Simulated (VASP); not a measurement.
# HfB2 in VASP: a series of runs

HfB2 is run at these levels: PBEsol; tasks: electric field gradients.

All numbers are computed with VASP 6.6.1; they aren't measurements. Logs are shortened: lines on timing, memory, paths and dates and some standing lists are left out, and cuts for length are marked.

### Step 1. The cell of the first run

The typed cell holds 3 atoms: a = 3.140 Å, b = 3.126 Å, c = 3.480 Å, α = 89.79°, β = 89.43°, γ = 119.57°.

### Step 2. Electric field gradients, PBEsol (equal xy, yz and zx shear strains of +1 %)

File INCAR:

```
PREC = Accurate
ENCUT = 520
EDIFF = 1E-8
ISMEAR = -1
SIGMA = 0.05
LREAL = False
LASPH = True
NELM = 60
ALGO = Normal
ISIF = 2
LWAVE = False
LCHARG = False
GGA = PS
LEFG = True
NBANDS = 15
```

File KPOINTS:

```
regular mesh
0
Gamma
  13 13 11
```

File POSCAR:

```
HfB2
1.0
    3.1400001005      0.0157000005      0.0157000005
   -1.5564034510      2.7114698546      0.0057465990
    0.0174000000      0.0174000000      3.4800000000
Hf B
1 2
Direct
    0.0000000000      0.0000000000      0.0000000000
    0.3333333333      0.6666666667      0.5000000000
    0.6666666667      0.3333333333      0.5000000000
```

Potentials or basis: VASP PAW PBE potentials, release 64 (Hf_pv, B).

Command:

```bash
$ cat potpaw_PBE.64/Hf_pv/POTCAR potpaw_PBE.64/B/POTCAR > POTCAR
$ mpirun -np 1 vasp_std > vasp.out
```

OUTCAR:

```text
PREC = Accurate
   ENCUT = 520
   EDIFF = 1E-8
   ISMEAR = -1
   LREAL = False
   LASPH = True
   NELM = 60
   ISIF = 2
   GGA = PS

 ion  position               nearest neighbor table
   1  0.000  0.000  0.000-   2 2.50   3 2.50   3 2.50   2 2.50   3 2.50   2 2.50   2 2.51   3 2.51
                             3 2.53   2 2.53   3 2.54   2 2.54
   2  0.333  0.667  0.500-   3 1.81   3 1.81   3 1.82   1 2.50   1 2.50   1 2.50   1 2.51   1 2.53
                             1 2.54
   3  0.667  0.333  0.500-   2 1.81   2 1.81   2 1.82   1 2.50   1 2.50   1 2.50   1 2.51   1 2.53
                             1 2.54

  LATTYP: Found a triclinic cell.
 ALAT       =     5.4387756740
 B/A-ratio  =     0.5748386816
 C/A-ratio  =     0.6398658830
 COS(alpha) =     0.0036852528
 COS(beta)  =     0.0100244988
 COS(gamma) =     0.8647750968

  Lattice vectors:

 A1 = (   0.0271931985,   5.4386397097,   0.0271931985)
 A2 = (  -1.5564034510,   2.7114698546,   0.0057465990)
 A3 = (   0.0174000000,   0.0174000000,   3.4800000000)

Analysis of symmetry for initial positions (statically):
=====================================================================
 Subroutine PRICEL returns:
 Original cell was already a primitive cell.

 Routine SETGRP: Setting up the symmetry group for a
 triclinic supercell.

 Subroutine GETGRP returns: Found  2 space group operations
 (whereof  2 operations were pure point group operations)
 out of a pool of  2 trial point group operations.

The static configuration has the point symmetry S_2 .

Analysis of symmetry for dynamics (positions and initial velocities):
=====================================================================
 Subroutine PRICEL returns:
 Original cell was already a primitive cell.

 Routine SETGRP: Setting up the symmetry group for a
 triclinic supercell.

 Subroutine GETGRP returns: Found  2 space group operations
 (whereof  2 operations were pure point group operations)
 out of a pool of  2 trial point group operations.

The dynamic configuration has the point symmetry S_2 .

 Subroutine INISYM returns: Found  2 space group operations
 (whereof  2 operations are pure point group operations),
 and found     1 'primitive' translations

----------------------------------------------------------------------------------------

                                     Primitive cell

  volume of cell :      29.7123

  direct lattice vectors                    reciprocal lattice vectors
     3.140000101  0.015700000  0.015700000     0.317572353  0.182294141 -0.002499332
    -1.556403451  2.711469855  0.005746599    -0.001829638  0.367757310 -0.001829638
     0.017400000  0.017400000  3.480000000    -0.001429705 -0.001429705  0.287370619

  length of vectors
     3.140078600  3.126418638  3.480086999     0.366182469  0.367766412  0.287377732

  position of ions in fractional coordinates (direct lattice)
     0.000000000  0.000000000  0.000000000
     0.333333333  0.666666667  0.500000000
     0.666666667  0.333333333  0.500000000

  ion indices of the primitive-cell ions
   primitive index   ion index
                 1           1
                 2           2
                 3           3

----------------------------------------------------------------------------------------

 KPOINTS: regular mesh

Automatic generation of k-mesh.
 Grid dimensions read from file:
 generate k-points for:   13   13   11

 Generating k-lattice:

  Cartesian coordinates                     Fractional coordinates (reciprocal lattice)
     0.024428643  0.014022626 -0.000192256     0.076923077 -0.000000000 -0.000000000
    -0.000140741  0.028289024 -0.000140741     0.000000000  0.076923077  0.000000000
    -0.000129973 -0.000129973  0.026124602     0.000000000  0.000000000  0.090909091

  Length of vectors
     0.028167882  0.028289724  0.026125248

  Shift w.r.t. Gamma in fractional coordinates (k-lattice)
     0.000000000  0.000000000  0.000000000

 Subroutine IBZKPT returns following result:
[... 40 lines left out ...]
   PREC   = accura    normal or accurate (medium, high low for compatibility)
   ISTART =      0    job   : 0-new  1-cont  2-samecut
   ICHARG =      2    charge: 1-file 2-atom 10-const
   ISPIN  =      1    spin polarized calculation?
   LNONCOLLINEAR =      F non collinear calculations
   LSORBIT =      F    spin-orbit coupling
   LASPH  =      T    aspherical Exc in radial PAW
   ENCUT  =  520.0 eV  38.22 Ry    6.18 a.u.   5.84  5.81  6.47*2*pi/ulx,y,z
   NELM   =     60;   NELMIN=  2; NELMDL= -5     # of ELM steps
   EDIFF  = 0.1E-07   stopping-criterion for ELM
   LREAL  =      F    real-space projection
   EDIFFG = 0.1E-06   stopping-criterion for IOM
   NSW    =      0    number of steps for IOM
   IBRION =     -1    ionic relax: 0-MD 1-quasi-New 2-CG
   NFREE  =      0    steps in history (QN), initial steepest desc. (CG)
   ISIF   =      2    stress and relaxation
   ISYM   =      2    0-nonsym 1-usesym 2-fastsym
   POTIM  = 0.5000    time-step for ionic-motion
   TEBEG  =    0.0;   TEEND  =   0.0 temperature during run
   PSTRESS=    0.0 pullay stress
   NELECT =      16.0000    total number of electrons
   NUPDOWN=      -1.0000    fix difference up-down
   EMIN   =  10.00;   EMAX   =-10.00  energy-range for DOS
   EFERMI =   0.00;   METHOD = LEGACY
   ISMEAR =    -1;   SIGMA  =   0.05  broadening in eV -4-tet -1-fermi 0-gaus
   EFERMI_NEDOS =   21; number of points for ismear=-14 and -15
   IALGO  =     38    algorithm
   IMIX   =      4    mixing-type and parameters
     AMIX     =   0.40;   BMIX     =  1.00
     AMIX_MAG =   1.60;   BMIX_MAG =  1.00
  volume/ion in A,a.u.               =       9.90        66.84
  Fermi-wavevector in a.u.,A,eV,Ry     =   1.331893  2.516912 24.135895  1.773938
  Thomas-Fermi vector in A             =   2.460869
   LORBIT       =      0    0 simple, 1 ext, 2 COOP (PROOUT), +10 PAW based schemes
   GGA     = PS    functional components
   LHFCALC =     F    Hartree Fock is set to
   AEXX    =    0.0000 exact exchange contribution
   IVDW    =     0    specifies the selected vdW correction
   LEPSILON=     F    determine dielectric tensor
   LRPA    =     F    only Hartree local field effects (RPA)
 non-spin polarized calculation
  energy-cutoff  :      520.00
  volume of cell :       29.71
 maximum number of plane-waves:       819
   NGX = 11   NGY = 11   NGZ = 13

 number of electron      15.9999998 magnetization

 Free energy of the ion-electron system (eV)
  ---------------------------------------------------
  ext. energy  EPLUGINS =         0.00000000
  ---------------------------------------------------
  free energy    TOTEN  =       -27.85237798 eV

  energy without entropy =      -27.85069593  energy(sigma->0) =      -27.85153695

 E-fermi :   7.6194     XC(G=0): -12.6816

 val. band max:        7.5866771784   @ k =   0.0769   0.0000   0.2727
 cond. band min:       7.6394167635   @ k =   0.1538   0.3077  -0.0000
 fundamental gap:      0.0527395851
 Fermi energy:         7.6193504420

 k-point     1 :       0.0000    0.0000    0.0000
  band No.  band energies     occupation
      1     -23.0252      2.00000
      2     -22.5278      2.00000
      3     -22.5078      2.00000
      4      -6.1729      2.00000
      5       4.5050      2.00000
      6       4.6146      2.00000
      7       4.7179      2.00000
      8       4.8039      2.00000
      9      11.4911      0.00000
     10      11.5466      0.00000
     11      12.1786      0.00000
     12      12.2877      0.00000
     13      12.4327      0.00000
     14      12.5639      0.00000
[... 401 lines left out ...]
      2     -22.9243      2.00000
      3     -22.7067      2.00000
      4      -4.0122      2.00000
      5       1.1519      2.00000
      6       2.9018      2.00000
      7       3.8295      2.00000
      8       6.5609      2.00000
      9       8.4247      0.00000
     10       9.1251      0.00000
     11      12.7030      0.00000
     12      13.7072      0.00000
     13      14.5033      0.00000
     14      15.3779      0.00000
     15      17.1688      0.00000

 [... further k-points ...]
[... 5 lines left out ...]
  --------------------------------------------------------------------------------------
  -------------------------------------------------------------------------------------
  Total       -0.7455693     -0.7451302     -0.9533399     -0.4996681     -0.4853939     -0.4855374
  in kB      -40.2033157    -40.1796355    -51.4069219    -26.9435890    -26.1738815    -26.1816229
  external PRESSURE =     -43.9299577 kB  Pullay stress =       0.0000000 kB

 VOLUME and BASIS-vectors are now :
 -----------------------------------------------------------------------------
  energy-cutoff  :      520.00
  volume of cell :       29.71
      direct lattice vectors                 reciprocal lattice vectors
     3.140000101  0.015700000  0.015700000     0.317572353  0.182294141 -0.002499332
    -1.556403451  2.711469855  0.005746599    -0.001829638  0.367757310 -0.001829638
     0.017400000  0.017400000  3.480000000    -0.001429705 -0.001429705  0.287370619

 POSITION                                       TOTAL-FORCE (eV/Angst)
 -----------------------------------------------------------------------------------
      0.00000      0.00000      0.00000        -0.000000      0.000000      0.000000
      0.01776      1.82158      1.74906         0.006928      0.001453     -0.001544
      1.58323      0.92299      1.75238        -0.006928     -0.001453      0.001544
 -----------------------------------------------------------------------------------
    total drift:                               -0.000000      0.000000      0.000000

  FREE ENERGIE OF THE ION-ELECTRON SYSTEM (eV)
  ---------------------------------------------------
  free  energy   TOTEN  =       -27.8523779772 eV

  energy  without entropy=      -27.8506959262  energy(sigma->0) =      -27.85153695

 Electric field gradients (V/A^2)
---------------------------------------------------------------------
 ion       V_xx      V_yy      V_zz      V_xy      V_xz      V_yz
---------------------------------------------------------------------
   1     -40.015   -39.929    79.944    10.220    20.675    20.678
   2      -0.839    -0.834     1.673     0.514     0.383     0.383
   3      -0.839    -0.834     1.673     0.514     0.383     0.383
---------------------------------------------------------------------

 Electric field gradients after diagonalization (V/A^2)
 (convention: |V_zz| > |V_xx| > |V_yy|)
----------------------------------------------------------------------
 ion       V_xx      V_yy      V_zz     asymmetry (V_yy - V_xx)/ V_zz
----------------------------------------------------------------------
   1     -50.192   -37.060    87.252       0.151
   2      -1.351    -0.460     1.811       0.492
   3      -1.351    -0.460     1.811       0.492
----------------------------------------------------------------------

           NMR quadrupolar parameters

 Cq : quadrupolar parameter    Cq=e*Q*V_zz/h
 eta: asymmetry parameters     (V_yy - V_xx)/ V_zz
 Q  : nuclear electric quadrupole moment in mb (millibarn)
----------------------------------------------------------------------
 ion       Cq(MHz)       eta       Q (mb)
----------------------------------------------------------------------
   1       0.211       0.151       1.000
   2       0.004       0.492       1.000
   3       0.004       0.492       1.000
----------------------------------------------------------------------
```

Wall time 2.2 min (1 thread of Intel Xeon 6975P-C (Granite Rapids), shared host); peak memory 0.5 GiB.

What came out:

```yaml
Free_energy: -27.8524 eV
Pressure: -4.4 GPa
Largest_force: 0.007 eV/Å
Band_gap_on_the_k_mesh: zero (band 8 reaches 8.11 eV, above the bottom of band 9 at 7.12 eV)
```

Forces on the atoms (eV/Å):
```
Hf   0.000  0.000  0.000
B    0.007  0.001 -0.002
B   -0.007 -0.001  0.002
```

Electric field gradients, principal values (V/Å²):
| atom | least | middle | greatest (by size) |
| --- | --- | --- | --- |
| 1 Hf | -37.060 | -50.192 | 87.252 |
| 2 B | -0.460 | -1.351 | 1.811 |
| 3 B | -0.460 | -1.351 | 1.811 |

Caveat: the cell differs from its parent crystal (equal xy, yz and zx shear strains of +1 %); without QUAD_EFG the Cq values of the log hold for a quadrupole moment of 1 mb, not for the nuclei; the PAW data sets were made with another functional, which shifts forces and pressure a little; spin-orbit coupling is left out, which moves the levels of the heavy elements.

### Step 3. Electric field gradients, PBEsol (zz strain of -3 %)

File INCAR:

```
PREC = Accurate
ENCUT = 520
EDIFF = 1E-8
ISMEAR = -1
SIGMA = 0.05
LREAL = F
LASPH = T
NELM = 100
ALGO = Normal
ISIF = 2
LWAVE = F
LCHARG = F
GGA = PS
LEFG = T
NBANDS = 15
```

KPOINTS is that of step 2.

File POSCAR:

```
HfB2
1.0
    3.1400001005      0.0000000000      0.0000000000
   -1.5700000503      2.7193198549      0.0000000000
    0.0000000000      0.0000000000      3.3756000000
Hf B
1 2
Direct
    0.0000000000      0.0000000000      0.0000000000
    0.3333333333      0.6666666667      0.5000000000
    0.6666666667      0.3333333333      0.5000000000
```

Potentials or basis: VASP PAW PBE potentials, release 64 (Hf_pv, B).

Command:

```bash
$ cat potpaw_PBE.64/Hf_pv/POTCAR potpaw_PBE.64/B/POTCAR > POTCAR
$ mpirun -np 1 vasp_std > vasp.out
```

OUTCAR:

```text
PREC = Accurate
   ENCUT = 520
   EDIFF = 1E-8
   ISMEAR = -1
   LREAL = F
   LASPH = T
   NELM = 100
   ISIF = 2
   GGA = PS

 ion  position               nearest neighbor table
   1  0.000  0.000  0.000-   2 2.48   3 2.48   2 2.48   3 2.48   3 2.48   3 2.48   2 2.48   2 2.48
                             3 2.48   3 2.48   2 2.48   2 2.48
   2  0.333  0.667  0.500-   3 1.81   3 1.81   3 1.81   1 2.48   1 2.48   1 2.48   1 2.48   1 2.48
                             1 2.48
   3  0.667  0.333  0.500-   2 1.81   2 1.81   2 1.81   1 2.48   1 2.48   1 2.48   1 2.48   1 2.48
                             1 2.48

  LATTYP: Found a hexagonal cell.
[... 660 lines left out ...]
---------------------------------------------------------------------
 ion       V_xx      V_yy      V_zz      V_xy      V_xz      V_yz
---------------------------------------------------------------------
   1     -34.990   -34.990    69.981     0.000    -0.000    -0.000
   2      -0.035    -0.035     0.070    -0.000     0.000     0.000
   3      -0.035    -0.035     0.070    -0.000    -0.000     0.000
---------------------------------------------------------------------

 Electric field gradients after diagonalization (V/A^2)
 (convention: |V_zz| > |V_xx| > |V_yy|)
----------------------------------------------------------------------
 ion       V_xx      V_yy      V_zz     asymmetry (V_yy - V_xx)/ V_zz
----------------------------------------------------------------------
   1     -34.990   -34.990    69.981       0.000
   2      -0.035    -0.035     0.070       0.001
   3      -0.035    -0.035     0.070       0.001
----------------------------------------------------------------------

           NMR quadrupolar parameters

 Cq : quadrupolar parameter    Cq=e*Q*V_zz/h
 eta: asymmetry parameters     (V_yy - V_xx)/ V_zz
 Q  : nuclear electric quadrupole moment in mb (millibarn)
----------------------------------------------------------------------
 ion       Cq(MHz)       eta       Q (mb)
----------------------------------------------------------------------
   1       0.169       0.000       1.000
   2       0.000       0.001       1.000
   3       0.000       0.001       1.000
----------------------------------------------------------------------
```

OSZICAR:

```text
N       E                     dE             d eps       ncg     rms          rms(c)
DAV:   1     0.280230412012E+02    0.28023E+02   -0.79973E+03  3780   0.102E+03
DAV:   2    -0.285099815941E+02   -0.56533E+02   -0.53043E+02  5048   0.223E+02
DAV:   3    -0.299798135662E+02   -0.14698E+01   -0.14644E+01  4872   0.265E+01
DAV:   4    -0.299854335236E+02   -0.56200E-02   -0.56192E-02  4536   0.202E+00
DAV:   5    -0.299854653038E+02   -0.31780E-04   -0.31780E-04  4942   0.135E-01    0.574E+01
DAV:   6    -0.279734814997E+02    0.20120E+01   -0.24341E+00  4634   0.114E+01    0.410E+01
DAV:   7    -0.279319202692E+02    0.41561E-01   -0.99711E-01  4844   0.734E+00    0.102E+01
DAV:   8    -0.278530166991E+02    0.78904E-01   -0.28809E-01  4431   0.408E+00    0.154E+00
DAV:   9    -0.278490940318E+02    0.39227E-02   -0.21239E-02  4438   0.118E+00    0.324E-01
DAV:  10    -0.278489223265E+02    0.17171E-03   -0.73783E-04  4809   0.231E-01    0.243E-01
DAV:  11    -0.278489274764E+02   -0.51499E-05   -0.46908E-05  4515   0.507E-02    0.632E-02
DAV:  12    -0.278489258486E+02    0.16277E-05   -0.30793E-06  4522   0.135E-02    0.199E-02
DAV:  13    -0.278489259371E+02   -0.88451E-07   -0.13492E-07  4690   0.302E-03    0.409E-03
DAV:  14    -0.278489259527E+02   -0.15575E-07   -0.23161E-08  4628   0.125E-03    0.275E-03
DAV:  15    -0.278489259685E+02   -0.15890E-07   -0.31017E-09  2233   0.468E-04    0.601E-04
DAV:  16    -0.278489259677E+02    0.88153E-09   -0.28987E-10  2016   0.147E-04
   1 F= -.27848926E+02 E0= -.27847996E+02  d E =-.185943E-02
```

stdout:

```text
POSCAR found type information on POSCAR HfB
 POSCAR found :  2 types and       3 ions
 scaLAPACK will be used
 -----------------------------------------------------------------------------
|                                                                             |
|                                                                             |
|     You enforced a specific xc type in the INCAR file but a different       |
|     I HOPE YOU KNOW WHAT YOU ARE DOING!                                     |
|                                                                             |
 -----------------------------------------------------------------------------

 LDA part: xc-table for (Slater+PW92), standard interpolation
 POSCAR, INCAR and KPOINTS ok, starting setup
 FFT: planning ... GRIDC
 FFT: planning ... GRID_SOFT
 FFT: planning ... GRID
 WAVECAR not read
 entering main loop
ion   1

ion   2

ion   3
```

Wall time 31 s (1 thread of Intel Xeon Platinum 8488C (Sapphire Rapids), shared host); peak memory 0.18 GiB.

Results:

```
Free energy            : -27.8489 eV
Pressure               : 3.1 GPa
Band gap on the k mesh : zero (band 8 reaches 8.53 eV, above the bottom of band 9 at 7.41 eV)
```

Stress tensor (GPa, compression positive):
```
-0.01  0.00  0.00
 0.00 -0.01  0.00
 0.00  0.00  9.29
```

Electric field gradients, principal values (V/Å²):
```tsv
atom	least	middle	greatest (by size)
1 Hf	-34.990	-34.990	69.981
2 B	-0.035	-0.035	0.070
3 B	-0.035	-0.035	0.070
```

Caveat: the cell differs from its parent crystal (zz strain of -3 %); without QUAD_EFG the Cq values of the log hold for a quadrupole moment of 1 mb, not for the nuclei; the PAW data sets were made with another functional, which shifts forces and pressure a little; spin-orbit coupling is left out, which moves the levels of the heavy elements.

[end of part 1 of 2]
